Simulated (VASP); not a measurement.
Write the native input for VASP 6.6.1 that does the following.

| Property | Result |
| --- | --- |
| Task | single point |
| Functional | r2SCAN |
| Potentials or basis | VASP PAW PBE potentials, release 64 (Ba_sv, Zr_sv, O) |
| Cutoff | 520 eV |
| k mesh | 5 × 5 × 5 |
| Occupations | gaussian, width 0.01 eV |
| Spin | no spin polarisation |
| Dipole correction | no |
| Further INCAR settings | ALGO = Normal; EDIFF = 1e-06; NBANDS = 28 |

BaZrO3:

```xyz
5
Lattice="4.2052 0.0000 0.0000 0.0000 4.2052 0.0000 0.0000 0.0000 4.2052" Properties=species:S:1:pos:R:3 pbc="T T T"
Ba    0.0000    0.0000    0.0000
Zr    2.1026    2.1026    2.1026
O     0.0000    2.1026    2.1026
O     2.1026    0.0000    2.1026
O     2.1026    2.1026    0.0000
```

The input as run:

POSCAR

```
BaZrO3
1.0
    4.2052187505      0.0000000000      0.0000000000
    0.0000000000      4.2052187505      0.0000000000
    0.0000000000      0.0000000000      4.2052187505
Ba Zr O
1 1 3
Direct
    0.0000000000      0.0000000000      0.0000000000
    0.5000000000      0.5000000000      0.5000000000
    0.0000000000      0.5000000000      0.5000000000
    0.5000000000      0.0000000000      0.5000000000
    0.5000000000      0.5000000000      0.0000000000
```

INCAR.step1

```
SYSTEM = BaZrO3
  ALGO = Normal
  EDIFF = 1E-4
  ENCUT = 520
  GGA = PE
  ISMEAR = 0
  LASPH = .TRUE.
  LCHARG = .FALSE.
  LREAL = .FALSE.
  LWAVE = .TRUE.
  NBANDS = 28
  NELM = 60
  PREC = Accurate
  SIGMA = 0.01
```

INCAR.step2

```
SYSTEM = BaZrO3
  ALGO = Normal
  EDIFF = 1E-6
  ENCUT = 520
  ISIF = 2
  ISMEAR = 0
  ISTART = 1
  LASPH = .TRUE.
  LCHARG = .FALSE.
  LMIXTAU = .TRUE.
  LREAL = .FALSE.
  LWAVE = .FALSE.
  METAGGA = R2SCAN
  NBANDS = 28
  NELM = 60
  PREC = Accurate
  SIGMA = 0.01
```

KPOINTS

```
k-points
0
G
  5 5 5
  0 0 0
```

Potentials or basis: VASP PAW PBE potentials, release 64 (Ba_sv, Zr_sv, O).

Run with:

```bash
$ cat potpaw_PBE.64/Ba_sv/POTCAR potpaw_PBE.64/Zr_sv/POTCAR potpaw_PBE.64/O/POTCAR > POTCAR
$ cp INCAR.step1 INCAR
$ mpirun -np 1 vasp_std > vasp.out
$ cp INCAR.step2 INCAR
$ mpirun -np 1 vasp_std > vasp.out
```

Results of the run:

- Pressure: 1.0 GPa
- Band gap on the k mesh: 3.78 eV (least direct gap 3.93 eV)

Caveat: the PAW data sets were made with another functional, which shifts forces and pressure a little; spin-orbit coupling is left out, which moves the levels of the heavy elements; an odd mesh through Γ misses points on the zone boundary, where band edges can lie.

It took 88 s on 1 thread of Intel Xeon 8259CL, on a shared host, peak memory 0.19 GiB.
